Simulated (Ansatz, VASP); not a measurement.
Two plane-wave programs on TiAl

The input INCAR:

```
ALGO = Normal
EDIFF = 1E-6
ENCUT = 500
GGA = PS
GGA_COMPAT = F
ISIF = 2
ISMEAR = 0
LASPH = T
LCHARG = F
LREAL = F
LWAVE = F
NBANDS = 14
NELM = 120
PREC = Accurate
SIGMA = 0.1
```

Contents of KPOINTS:

```
k-points
0
Gamma
  6 6 6
```

POSCAR

```
TiAl
1.0
    0.0000000000      2.5686142692      2.5686142692
    2.5686142692      0.0000000000      2.5686142692
    2.5686142692      2.5686142692      0.0000000000
Ti Al
1 1
Direct
    0.0000000000      0.0000000000      0.0000000000
    0.5000000000      0.5000000000      0.5000000000
```

Input for Ansatz:

```yaml
crystal:
  lattice:
    - [0.0, 2.5686142692, 2.5686142692]
    - [2.5686142692, 0.0, 2.5686142692]
    - [2.5686142692, 2.5686142692, 0.0]
  atoms:
    - { symbol: Ti, position: [0.0, 0.0, 0.0] }
    - { symbol: Al, position: [0.5, 0.5, 0.5] }
basis:
  ecutwfc: 420
kpoints:
  mp_grid: { grid: [6, 6, 6] }
hamiltonian:
  xc: pbesol
scf:
  occupations: { method: gaussian, width: 0.1 }
output:
  forces: true
  stress: true
  eigenvalues: true
```

Alike in both runs: task single point; functional PBEsol; k mesh 6 × 6 × 6; occupations gaussian, width 0.1 eV; no spin polarisation.

|  | VASP | Ansatz |
| --- | --- | --- |
| version | VASP 6.6.1 | Ansatz 0.2.0 |
| potentials or method | VASP PAW PBE potentials, release 64 (Ti_sv, Al), cutoff 500 eV | scalar-relativistic, plane waves, PAW |
| valence electrons in the cell | 15 | 15 |

```tsv
	VASP	Ansatz	Ansatz less VASP
gap on the k mesh at the Fermi level (eV)	none	none	-
pressure (GPa)	5.5	5.5	-0.05
```

VASP's potentials were made for PBE, not for PBEsol. A gap of «none» marks a metal or a gap that the smearing closes.
